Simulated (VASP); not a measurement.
Here is a VASP 6.6.1 calculation.

File INCAR:

```
PREC = Accurate ; ENCUT = 520
EDIFF = 1E-7 ; ISMEAR = -1
SIGMA = 0.05 ; LREAL = False
LASPH = True ; NELM = 60
ALGO = Normal ; ISIF = 2
LWAVE = False ; LCHARG = False
GGA = PS ; NBANDS = 12
```

File KPOINTS:

```
Automatic mesh
0
Gamma
  9 9 9
```

Contents of POSCAR:

```
LiCl
1.0
    0.0000000000      2.2916917895      2.2916917895
    2.2916917895      0.0000000000      2.2916917895
    2.2916917895      2.2916917895      0.0000000000
Cl Li
1 1
Direct
    0.5000000000      0.5000000000      0.5000000000
    0.0000000000      0.0000000000      0.0000000000
```

Potentials or basis: VASP PAW PBE potentials, release 64 (Cl, Li_sv).

Run with:

```bash
$ cat potpaw_PBE.64/Cl/POTCAR potpaw_PBE.64/Li_sv/POTCAR > POTCAR
$ mpirun -np 1 vasp_std > vasp.out
```

Estimate the band gap on the k mesh.

6.89 eV, indirect (least direct gap 7.33 eV).

 A k mesh can miss the band edges.
